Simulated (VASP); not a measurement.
## ZrTiN: single point with PBE

ZrTiN:

```xyz
6
Lattice="3.2233 0.0000 0.0000 0.0000 3.2233 0.0000 0.0000 0.0000 7.9525" Properties=species:S:1:pos:R:3 pbc="T T T"
Zr    0.0000    1.6116    5.0681
Zr    1.6116    0.0000    2.8845
Ti    0.0000    1.6116    0.7705
Ti    1.6116    0.0000    7.1820
N     0.0000    1.6116    2.8154
N     1.6116    0.0000    5.1371
```

This cell differs from its parent crystal: volume scaled by 0.97, then relaxed in part.

| Quantity | Value |
| --- | --- |
| Program | VASP 6.6.1 |
| Task | single point |
| Functional | PBE |
| Potentials or basis | VASP PAW PBE potentials, release 64 (Zr_sv, Ti_sv, N) |
| Cutoff | 520 eV |
| k mesh | 12 × 12 × 6 |
| Occupations | gaussian, width 0.1 eV |
| Spin | no spin polarisation |

| Property | Result |
| --- | --- |
| Pressure | 5.9 GPa |
| Largest force | 0.035 eV/Å |
| Band gap on the k mesh | zero (band 29 reaches 10.54 eV, above the bottom of band 30 at 9.45 eV) |

Forces on the atoms (eV/Å):
```
Zr   0.000  0.000  0.019
Zr   0.000  0.000 -0.019
Ti   0.000  0.000 -0.035
Ti   0.000  0.000  0.035
N    0.000  0.000  0.009
N    0.000  0.000 -0.009
```

Stress tensor (GPa, compression positive):
```
5.81 0.00 0.00
0.00 5.81 0.00
0.00 0.00 5.95
```

Levels at points of the mesh, in eV from the Fermi level:
| k point | band 27 | band 28 | band 29 | band 30 | band 31 | band 32 |
| --- | --- | --- | --- | --- | --- | --- |
| (0.00, 0.00, 0.00) | -2.22 | -1.19 | -1.05 | 0.35 | 0.35 | 1.37 |
| (0.50, 0.00, 0.00) | -0.58 | -0.58 | 0.42 | 0.42 | 1.05 | 1.05 |
| (0.50, 0.50, 0.00) | -1.54 | -1.54 | -0.03 | -0.03 | 0.89 | 0.89 |
| (0.00, 0.00, 0.50) | -2.37 | -1.88 | -0.25 | 0.45 | 0.45 | 1.37 |
| (0.50, 0.00, 0.50) | -0.47 | -0.47 | 0.26 | 0.26 | 1.64 | 1.64 |
| (0.50, 0.50, 0.50) | -1.10 | -1.10 | -0.17 | -0.17 | 1.55 | 1.55 |

Wall time 4.8 min on 1 thread of Intel Xeon 6975P-C, on a shared host, peak memory 0.41 GiB.
